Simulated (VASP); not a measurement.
# Al12HO in VASP: further runs

Al12HO is run at these levels: PBE; tasks: single point.

Everything below comes from runs of VASP 6.6.1. Logs are shortened: lines on timing, memory, paths and dates and some standing lists are left out, and cuts for length are marked.

### 1 The cell of the first run

The cell holds a slab with vacuum, 14 atoms: a = 5.714 Å, b = 5.714 Å, c = 22.175 Å, α = 90.00°, β = 90.00°, γ = 90.00°.

### 2 Single point, PBE, collinear spin, ferromagnetic start

INCAR

```
SYSTEM = Al12HO
PREC = Accurate ; ENCUT = 520
EDIFF = 1E-7 ; ISMEAR = 0
SIGMA = 0.1 ; LREAL = .False.
LASPH = .True. ; NELM = 150
ALGO = Normal ; ISIF = 2
LWAVE = .False. ; LCHARG = .False.
ISPIN = 2 ; MAGMOM = 0 0 0 0 0 0 0 0 0 0 0 0 1 0
LORBIT = 11 ; LDIPOL = .True.
IDIPOL = 3 ; DIPOL = 0.5 0.5 0.295
GGA = PE ; NBANDS = 38
```

KPOINTS

```
Automatic mesh
0
Gamma
  5 5 1
  0 0 0
```

POSCAR

```
Al12HO
1.0
    5.7143028096      0.0000000000      0.0000000000
    0.0000000000      5.7143028096      0.0000000000
    0.0000000000      0.0000000000     22.1750227687
Al O H
12 1 1
Direct
    0.2500000000      0.2500000000      0.1803831293
    0.2500000000      0.7500000000      0.1803831293
    0.7500000000      0.2500000000      0.1803831293
    0.7500000000      0.7500000000      0.1803831293
    0.0000000000      0.0000000000      0.2744094920
    0.0000000000      0.5000000000      0.2744094920
    0.5000000000      0.0000000000      0.2744094920
    0.5000000000      0.5000000000      0.2744094920
    0.2500000000      0.2500000000      0.3686590473
    0.2500000000      0.7500000000      0.3686590473
    0.7500000000      0.2500000000      0.3686590473
    0.7500000000      0.7500000000      0.3686590473
    0.5000000000      0.5000000000      0.3934617276
    0.5320271270      0.5320271270      0.4370209084
```

Potentials or basis: VASP PAW PBE potentials, release 64 (Al, O, H).

The run is started by

```sh
cat potpaw_PBE.64/Al/POTCAR potpaw_PBE.64/O/POTCAR potpaw_PBE.64/H/POTCAR > POTCAR
mpirun -np 1 vasp_std > vasp.out
```

OUTCAR:

```text
SYSTEM = Al12HO
   PREC = Accurate
   ENCUT = 520
   EDIFF = 1E-7
   ISMEAR = 0
   LREAL = .False.
   LASPH = .True.
   NELM = 150
   ISIF = 2
   ISPIN = 2
   LORBIT = 11
   GGA = PE

 ion  position               nearest neighbor table
   1  0.250  0.250  0.180-   2 2.86   3 2.86   2 2.86   3 2.86   7 2.90   8 2.90   5 2.90   6 2.90

   2  0.250  0.750  0.180-   1 2.86   4 2.86   1 2.86   4 2.86   7 2.90   8 2.90   5 2.90   6 2.90

   3  0.750  0.250  0.180-   1 2.86   4 2.86   4 2.86   1 2.86   7 2.90   8 2.90   5 2.90   6 2.90

   4  0.750  0.750  0.180-   2 2.86   3 2.86   3 2.86   2 2.86   7 2.90   8 2.90   5 2.90   6 2.90

   5  0.000  0.000  0.274-   6 2.86   7 2.86   6 2.86   7 2.86   1 2.90   2 2.90   3 2.90   4 2.90
                            11 2.91  12 2.91   9 2.91  10 2.91
   6  0.000  0.500  0.274-   5 2.86   8 2.86   5 2.86   8 2.86   1 2.90   2 2.90   3 2.90   4 2.90
                            11 2.91  12 2.91   9 2.91  10 2.91
   7  0.500  0.000  0.274-   5 2.86   8 2.86   8 2.86   5 2.86   1 2.90   2 2.90   3 2.90   4 2.90
                            11 2.91  12 2.91   9 2.91  10 2.91
   8  0.500  0.500  0.274-  13 2.64   7 2.86   6 2.86   7 2.86   6 2.86   2 2.90   3 2.90   4 2.90
                             1 2.90  12 2.91   9 2.91  10 2.91  11 2.91
   9  0.250  0.250  0.369-  13 2.09  11 2.86  10 2.86  10 2.86  11 2.86   6 2.91   7 2.91   8 2.91
                             5 2.91
  10  0.250  0.750  0.369-  13 2.09  12 2.86   9 2.86   9 2.86  12 2.86   6 2.91   7 2.91   8 2.91
                             5 2.91
  11  0.750  0.250  0.369-  13 2.09  12 2.86   9 2.86  12 2.86   9 2.86   6 2.91   7 2.91   8 2.91
                             5 2.91
  12  0.750  0.750  0.369-  13 2.09  11 2.86  10 2.86  11 2.86  10 2.86   6 2.91   7 2.91   8 2.91
                             5 2.91
  13  0.500  0.500  0.393-  14 1.00  10 2.09  11 2.09  12 2.09   9 2.09   8 2.64
  14  0.532  0.532  0.437-  13 1.00

  LATTYP: Found a simple tetragonal cell.
 ALAT       =     5.7143028096
 C/A-ratio  =     3.8806173750

  Lattice vectors:

 A1 = (   5.7143028096,   0.0000000000,   0.0000000000)
 A2 = (   0.0000000000,   5.7143028096,   0.0000000000)
 A3 = (   0.0000000000,   0.0000000000,  22.1750227687)

Analysis of symmetry for initial positions (statically):
=====================================================================
 Subroutine PRICEL returns:
 Original cell was already a primitive cell.

 Routine SETGRP: Setting up the symmetry group for a
 simple tetragonal supercell.

 Subroutine GETGRP returns: Found  2 space group operations
[... 533 lines left out ...]
      3     -10.2659      1.00000
      4      -9.2138      1.00000
      5      -9.1187      1.00000
      6      -8.1397      1.00000
[... 313 lines left out ...]
     32       2.3331      0.00000
     33       2.5697      0.00000
 [bands above 33 left out]

------------------------ aborting loop because EDIFF is reached ----------------------------------------

 vacuum level on the upper side and lower side of the slab       (xc-potential included)        -0.499         0.377

  FORCE on cell =-STRESS in cart. coord.  units (eV):
  Direction    XX          YY          ZZ          XY          YZ          ZX
  --------------------------------------------------------------------------------------
  -------------------------------------------------------------------------------------
  Total       -3.7989012     -3.7989012      3.2626525      0.0829430     -0.2835516     -0.2835516
  in kB       -8.4057796     -8.4057796      7.2192291      0.1835270     -0.6274109     -0.6274109
  external PRESSURE =      -3.1974434 kB  Pullay stress =       0.0000000 kB

 VOLUME and BASIS-vectors are now :
 -----------------------------------------------------------------------------
  energy-cutoff  :      520.00
  volume of cell :      724.09
      direct lattice vectors                 reciprocal lattice vectors
     5.714302810  0.000000000  0.000000000     0.174999476  0.000000000  0.000000000
     0.000000000  5.714302810  0.000000000     0.000000000  0.174999476  0.000000000
     0.000000000  0.000000000 22.175022769     0.000000000  0.000000000  0.045095782

 POSITION                                       TOTAL-FORCE (eV/Angst)
 -----------------------------------------------------------------------------------
      1.42858      1.42858      4.00000        -0.060321     -0.060321      0.022462
      1.42858      4.28573      4.00000        -0.088120      0.052327      0.013633
      4.28573      1.42858      4.00000         0.052327     -0.088120      0.013633
      4.28573      4.28573      4.00000         0.077798      0.077798      0.002095
      0.00000      0.00000      6.08504        -0.005544     -0.005544     -0.273698
      0.00000      2.85715      6.08504         0.001538      0.008296      0.224703
      2.85715      0.00000      6.08504         0.008296      0.001538      0.224703
      2.85715      2.85715      6.08504        -0.017794     -0.017794     -0.917076
      1.42858      1.42858      8.17502        -0.917392     -0.917392     -0.512265
      1.42858      4.28573      8.17502        -0.951419      0.937750     -0.609859
      4.28573      1.42858      8.17502         0.937750     -0.951419     -0.609859
      4.28573      4.28573      8.17502         1.072404      1.072404     -0.764870
      2.85715      2.85715      8.72502         0.230066      0.230066      2.953824
      3.04016      3.04016      9.69095        -0.339591     -0.339591      0.232574
 -----------------------------------------------------------------------------------
    total drift:                               -0.000062     -0.000062      0.000190

  FREE ENERGIE OF THE ION-ELECTRON SYSTEM (eV)
  ---------------------------------------------------
  free  energy   TOTEN  =       -50.9511197377 eV

  energy  without entropy=      -50.9079674259  energy(sigma->0) =      -50.92954358

 vacuum level on the upper side and lower side of the slab         3.002         3.894

 total charge

# of ion       s       p       d       tot
------------------------------------------
    1        0.474   0.285   0.000   0.759
    2        0.474   0.285   0.000   0.759
    3        0.474   0.285   0.000   0.759
    4        0.474   0.285   0.000   0.759
    5        0.436   0.334   0.000   0.770
    6        0.426   0.330   0.000   0.756
    7        0.426   0.330   0.000   0.756
    8        0.443   0.332   0.000   0.776
    9        0.460   0.286   0.000   0.746
   10        0.461   0.288   0.000   0.748
   11        0.461   0.288   0.000   0.748
   12        0.462   0.290   0.000   0.752
   13        1.613   3.536   0.000   5.148
   14        0.580   0.110   0.000   0.690
--------------------------------------------------
tot          7.664   7.264   0.000  14.927

 magnetization (x)

# of ion       s       p       d       tot
------------------------------------------
    1        0.000   0.000   0.000   0.000
    2        0.000   0.000   0.000   0.000
    3        0.000   0.000   0.000   0.000
    4        0.000   0.000   0.000   0.000
    5       -0.000   0.000   0.000   0.000
    6       -0.000   0.000   0.000  -0.000
    7       -0.000   0.000   0.000  -0.000
    8       -0.000   0.000   0.000  -0.000
    9        0.000   0.000   0.000   0.000
   10        0.000   0.000   0.000   0.000
   11        0.000   0.000   0.000   0.000
   12        0.000   0.000   0.000   0.000
   13        0.000   0.000   0.000   0.000
   14       -0.000   0.000   0.000  -0.000
--------------------------------------------------
tot          0.000   0.000   0.000   0.000
```

OSZICAR:

```text
N       E                     dE             d eps       ncg     rms          rms(c)
DAV:   1     0.196408387227E+03    0.19641E+03   -0.12759E+04  1368   0.789E+02
DAV:   2    -0.217603296602E+02   -0.21817E+03   -0.20756E+03  1894   0.153E+02
DAV:   3    -0.529295581428E+02   -0.31169E+02   -0.30339E+02  1932   0.544E+01
[... 28 lines left out ...]
DAV:  32    -0.509511191033E+02   -0.34224E-06   -0.15517E-08  1188   0.674E-04    0.792E-05
DAV:  33    -0.509511193626E+02   -0.25922E-06   -0.71954E-09  1070   0.357E-04    0.578E-05
DAV:  34    -0.509511195114E+02   -0.14884E-06   -0.39000E-09  1164   0.258E-04    0.384E-05
DAV:  35    -0.509511196383E+02   -0.12688E-06   -0.28076E-09  1132   0.163E-04    0.254E-05
DAV:  36    -0.509511197377E+02   -0.99395E-07   -0.34179E-09  1184   0.131E-04
   1 F= -.50951120E+02 E0= -.50929544E+02  d E =-.431523E-01  mag=     0.0000
```

stdout:

```text
POSCAR found type information on POSCAR AlO H
 POSCAR found :  3 types and      14 ions
 scaLAPACK will be used
 LDA part: xc-table for (Slater+PW92), standard interpolation
 POSCAR, INCAR and KPOINTS ok, starting setup
 FFT: planning ... GRIDC
 FFT: planning ... GRID_SOFT
 FFT: planning ... GRID
 WAVECAR not read
 entering main loop
```

Wall time 25 min (1 thread of Intel Xeon Platinum 8488C (Sapphire Rapids), shared host); peak memory 1.1 GiB.

Results:

- Free energy: -50.9511 eV
- Largest force: 2.972 eV/Å
- Net moment: 0.00 μB per cell
- Valence electrons inside the program's atomic spheres: Al 0.76, 0.77, 0.78, 0.75 (each value once); O 5.15; H 0.69

Forces on the atoms (eV/Å):
```
Al  -0.060 -0.060  0.022
Al  -0.088  0.052  0.014
Al   0.052 -0.088  0.014
Al   0.078  0.078  0.002
Al  -0.006 -0.006 -0.274
Al   0.002  0.008  0.225
Al   0.008  0.002  0.225
Al  -0.018 -0.018 -0.917
Al  -0.917 -0.917 -0.512
Al  -0.951  0.938 -0.610
Al   0.938 -0.951 -0.610
Al   1.072  1.072 -0.765
O    0.230  0.230  2.954
H   -0.340 -0.340  0.233
```

### 3 Single point, PBE, collinear spin, ferromagnetic start

INCAR

```
ALGO = Normal ; DIPOL = 0.5 0.5 0.288
EDIFF = 1E-6 ; ENCUT = 520
GGA = PE ; IDIPOL = 3
ISIF = 2 ; ISMEAR = 0
ISPIN = 2 ; LASPH = True
LCHARG = True ; LDIPOL = True
LELF = True ; LORBIT = 11
LREAL = False ; LVACPOTAV = True
LVHAR = True ; LWAVE = False
MAGMOM = 0 0 0 0 0 0 0 0 0 0 0 0 1 0 ; NBANDS = 38
NELM = 150 ; PREC = Accurate
SIGMA = 0.1
```

KPOINTS

```
k-points
0
Gamma
  5 5 1
```

POSCAR, as its differences from that of step 2:

```diff
@@ -20,3 +20,3 @@
     0.7500000000      0.7500000000      0.3686590473
-    0.5000000000      0.5000000000      0.3934617276
-    0.5320271270      0.5320271270      0.4370209084
+    0.5000000000      0.5000000000      0.3461111562
+    0.5618716583      0.5618716583      0.3851652493
```

Potentials or basis: VASP PAW PBE potentials, release 64 (Al, O, H).

The run is started by

```sh
cat potpaw_PBE.64/Al/POTCAR potpaw_PBE.64/O/POTCAR potpaw_PBE.64/H/POTCAR > POTCAR
mpirun -np 1 vasp_std > vasp.out
```

Run time: 16 min. Hardware: 1 thread of Intel Xeon Platinum 8488C (Sapphire Rapids), shared host; peak memory 1 GiB.

Results (log left out):

```
Free energy                                           : -47.1339 eV
Largest force                                         : 7.888 eV/Å
Net moment                                            : 0.00 μB per cell
Valence electrons inside the program's atomic spheres : Al 0.76, 0.78, 0.83, 0.77, 0.81 (each value once); O 5.36; H 0.76
```

Forces on the atoms (eV/Å):
```
Al  -0.010 -0.010  0.108
Al   0.020  0.003  0.192
Al   0.003  0.020  0.192
Al  -0.016 -0.016  0.169
Al  -0.013 -0.013 -0.166
Al  -0.002 -0.033 -0.027
Al  -0.033 -0.002 -0.027
Al   0.084  0.084 -7.887
Al  -1.137 -1.137  0.329
Al  -1.503  1.472  0.371
Al   1.472 -1.503  0.371
Al   3.681  3.681 -0.169
O   -2.204 -2.204  2.729
H   -0.341 -0.341  3.816
```

Levels at points of the mesh, in eV from the Fermi level:
Spin up:
```csv
k point,band 19,band 20,band 21,band 22,band 23,band 24,band 25,band 26
"(0.00, 0.00, 0.00)",-1.05,-0.95,-0.90,-0.10,0.25,0.47,0.84,0.94
```
Spin down:
```
           k point  band 19  band 20  band 21  band 22  band 23  band 24  band 25  band 26
(0.00, 0.00, 0.00)    -1.05    -0.95    -0.90    -0.10     0.25     0.47     0.84     0.94
```

### 4 Single point, PBE, collinear spin, ferromagnetic start

INCAR

```
SYSTEM = Al12HO
PREC = Accurate
ENCUT = 520
EDIFF = 1E-6
ISMEAR = 0
SIGMA = 0.1
LREAL = .FALSE.
LASPH = .TRUE.
NELM = 150
ALGO = Normal
ISIF = 2
LWAVE = .FALSE.
LCHARG = .FALSE.
ISPIN = 2
MAGMOM = 0 0 0 0 0 0 0 0 0 0 0 0 1 0
LORBIT = 11
LDIPOL = .TRUE.
IDIPOL = 3
DIPOL = 0.5 0.5 0.292
GGA = PE
NBANDS = 38
```

KPOINTS

```
regular mesh
0
G
  5 5 1
  0 0 0
```

POSCAR, as its differences from that of step 3:

```diff
@@ -20,3 +20,3 @@
     0.7500000000      0.7500000000      0.3686590473
-    0.5000000000      0.5000000000      0.3461111562
-    0.5618716583      0.5618716583      0.3851652493
+    0.5000000000      0.5000000000      0.3776782038
+    0.5618716583      0.5618716583      0.4167322969
```

The run is started by

```sh
cat potpaw_PBE.64/Al/POTCAR potpaw_PBE.64/O/POTCAR potpaw_PBE.64/H/POTCAR > POTCAR
mpirun -np 1 vasp_std > vasp.out
```

Wall time 12 min (1 thread of Intel Xeon 6975P-C (Granite Rapids), shared host); peak memory 1.1 GiB.

Results (log left out):

```
Free energy                                           : -49.4563 eV
Largest force                                         : 3.258 eV/Å
Net moment                                            : 0.00 μB per cell
Valence electrons inside the program's atomic spheres : Al 0.76, 0.77, 0.75 (each value once); O 5.20; H 0.71
```

Forces in eV/Å, atoms in the order of the input:
```
Al  -0.066 -0.066 -0.010
Al  -0.096  0.048  0.021
Al   0.048 -0.096  0.021
Al   0.069  0.069  0.006
Al  -0.017 -0.017 -0.270
Al   0.031  0.001  0.233
Al   0.001  0.031  0.233
Al  -0.016 -0.016 -1.414
Al  -1.283 -1.283 -0.391
Al  -1.463  1.397 -0.568
Al   1.397 -1.463 -0.568
Al   2.184  2.184 -1.037
O   -0.624 -0.624  1.674
H   -0.164 -0.164  2.071
```

Levels at points of the mesh, in eV from the Fermi level:
Spin up:
```tsv
k point	band 19	band 20	band 21	band 22	band 23	band 24	band 25	band 26
(0.00, 0.00, 0.00)	-0.92	-0.74	-0.70	-0.26	-0.25	0.56	0.77	0.83
```
Spin down:
```tsv
k point	band 20	band 21	band 22	band 23	band 24	band 25
(0.00, 0.00, 0.00)	-0.74	-0.70	-0.26	-0.25	0.56	0.77
```

### 5 Overview

```tsv
cell	gap on the mesh (eV)	moment (μB)	largest force (eV/Å)
as given, atomic positions A	none	0.00	2.97
as given, atomic positions B	none	0.00	7.89
as given, atomic positions C	none	0.00	3.26
```

Alike in all rows: task single point; level PBE; potentials or basis VASP PAW PBE potentials, release 64 (Al, O, H); spin collinear, ferromagnetic start; k mesh 5 × 5 × 1; cutoff (eV) 520; smearing gaussian 0.1 eV.

Total energies depend on the potentials used, so only differences within one code and one set of settings carry meaning.
